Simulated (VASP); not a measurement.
A run of VASP 6.6.1 is set up as follows.

Contents of INCAR:

```
SYSTEM = HfO2
  ALGO = Normal
  EDIFF = 1E-7
  ENCUT = 520
  GGA = PE
  GGA_COMPAT = .FALSE.
  ISIF = 2
  ISMEAR = 0
  LASPH = .TRUE.
  LCHARG = .FALSE.
  LMAXMIX = 4
  LORBIT = 11
  LORBMOM = .TRUE.
  LREAL = .FALSE.
  LSORBIT = .TRUE.
  LWAVE = .FALSE.
  MAGMOM = 0 0 0 0 0 0 0 0 0
  NBANDS = 35
  NELM = 150
  PREC = Accurate
  SIGMA = 0.01
```

Contents of KPOINTS:

```
k-points
0
G
  6 6 6
  0 0 0
```

POSCAR

```
HfO2
1.0
    0.0000000000      2.5575000000      2.5575000000
    2.5575000000      0.0000000000      2.5575000000
    2.5575000000      2.5575000000      0.0000000000
Hf O
1 2
Direct
    0.0000000000      0.0000000000      0.0000000000
    0.2500000000      0.2500000000      0.2500000000
    0.7500000000      0.7500000000      0.7500000000
```

Potentials or basis: VASP PAW PBE potentials, release 64 (Hf_pv, O).

Launch:

```bash
$ cat potpaw_PBE.64/Hf_pv/POTCAR potpaw_PBE.64/O/POTCAR > POTCAR
$ mpirun -np 1 vasp_ncl > vasp.out
```

**Question.** What does it give for the net moment?

**Answer.** 0.00 μB per cell.

**Question.** What does it give for the pressure?

**Answer.** -5.9 GPa.

Moments on the atoms (μB; x, y, z):
```
Hf  0.00 0.00 0.00
O   0.00 0.00 0.00
O   0.00 0.00 0.00
```
